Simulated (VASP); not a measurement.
Input of a VASP 6.6.1 run:

INCAR

```
SYSTEM = GeSb3O2
  PREC = Accurate
  ENCUT = 520
  EDIFF = 1E-6
  ISMEAR = 0
  SIGMA = 0.1
  LREAL = .FALSE.
  LASPH = .TRUE.
  NELM = 60
  ALGO = Normal
  ISIF = 2
  LWAVE = .FALSE.
  LCHARG = .TRUE.
  GGA = PE
  LELF = .TRUE.
  LVHAR = .TRUE.
  NBANDS = 30
```

KPOINTS

```
Automatic mesh
0
G
  6 6 6
  0 0 0
```

POSCAR

```
GeSb3O2
1.0
    5.8825764930      0.0000000000      0.0000000000
   -2.9412882465      5.0944606826      0.0000000000
    0.0000000000      0.0000000000      7.7958669085
Ge Sb O
1 3 2
Direct
    0.0000000000      0.0000000000      0.0000000000
    0.5000000000      0.0000000000      0.5000000000
    0.0000000000      0.5000000000      0.5000000000
    0.5000000000      0.5000000000      0.5000000000
    0.0000000000      0.0000000000      0.2123129770
    0.0000000000      0.0000000000      0.7876870230
```

Potentials or basis: VASP PAW PBE potentials, release 64 (Ge_d, Sb, O).

The run is started by

```sh
$ cat potpaw_PBE.64/Ge_d/POTCAR potpaw_PBE.64/Sb/POTCAR potpaw_PBE.64/O/POTCAR > POTCAR
$ mpirun -np 1 vasp_std > vasp.out
```

(1) What does it give for the pressure?

(2) What does it give for the largest force?

Answers

(1) -0.1 GPa.

(2) 0.046 eV/Å.

Caveat: an odd number of electrons without spin polarisation forces a metal; a magnetic or distorted state may lie lower.
